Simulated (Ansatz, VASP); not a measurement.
One calculation of Ge, two programs

File INCAR:

```
SYSTEM = Ge
ALGO = Normal
EDIFF = 1E-7
EDIFFG = -0.01
ENCUT = 500
GGA = PE
GGA_COMPAT = .False.
IBRION = 2
ISIF = 3
ISMEAR = 0
IVDW = 12
LASPH = .True.
LCHARG = .False.
LREAL = .False.
LWAVE = .False.
NELM = 120
NELMIN = 4
NSW = 80
PREC = Accurate
SIGMA = 0.1
```

File KPOINTS:

```
k-points
0
Gamma
  18 18 4
  0 0 0
```

File POSCAR:

```
Ge
1.0
    3.0705224973      0.0000000000      0.0000000000
   -1.5352612486      2.6591504856      0.0000000000
    0.0000000000      0.0000000000     10.0276099200
Ge
4
Direct
    0.0000000000      0.0000000000      0.0000000000
    0.3333333333      0.6666666667      0.2500000000
    0.0000000000      0.0000000000      0.5000000000
    0.6666666667      0.3333333333      0.7500000000
```

Input for Ansatz:

```yaml
crystal:
  lattice:
    - [3.0705224973, 0.0, 0.0]
    - [-1.5352612486, 2.6591504856, 0.0]
    - [0.0, 0.0, 10.02760992]
  atoms:
    - { symbol: Ge, position: [0.0, 0.0, 0.0] }
    - { symbol: Ge, position: [0.3333333333, 0.6666666667, 0.25] }
    - { symbol: Ge, position: [0.0, 0.0, 0.5] }
    - { symbol: Ge, position: [0.6666666667, 0.3333333333, 0.75] }
basis:
  ecutwfc: 420
kpoints:
  mp_grid: { grid: [18, 18, 4] }
hamiltonian:
  xc: pbe
  dispersion: d3bj
scf:
  occupations: { method: gaussian, width: 0.1 }
output:
  forces: true
  stress: true
  eigenvalues: true
  write_density: true
  write_potential: true
  elf: true
  volumetric_format: npy
relax:
  adjacent_minimum: "off"
  f_tol: 0.01
  max_steps: 60
  cell: { stress_tol: 0.1 }
```

Alike in both runs: task relaxation of cell and atoms; functional PBE; dispersion D3(BJ); k mesh 18 × 18 × 4; occupations gaussian, width 0.1 eV; no spin polarisation.

```csv
,VASP,Ansatz
version,VASP 6.6.1,Ansatz 0.2.0
potentials or method,"VASP PAW PBE potentials, release 64 (Ge_d), cutoff 500 eV","scalar-relativistic, plane waves, PAW"
valence electrons in the cell,56,56
```

```csv
,VASP,Ansatz,Ansatz less VASP
"gap on the k mesh at the Fermi level, each at its own relaxed structure (eV)",none,none,-
relaxed volume (Å³/atom),21.27,21.27,+0.004
relaxed cell length with the largest relative difference (Å),10.234,10.237,+0.0032
```

A gap of «none» marks a metal or a gap that the smearing closes. Ansatz's warnings: dispersion switch in reach, relaxed geometry near dispersion switch.
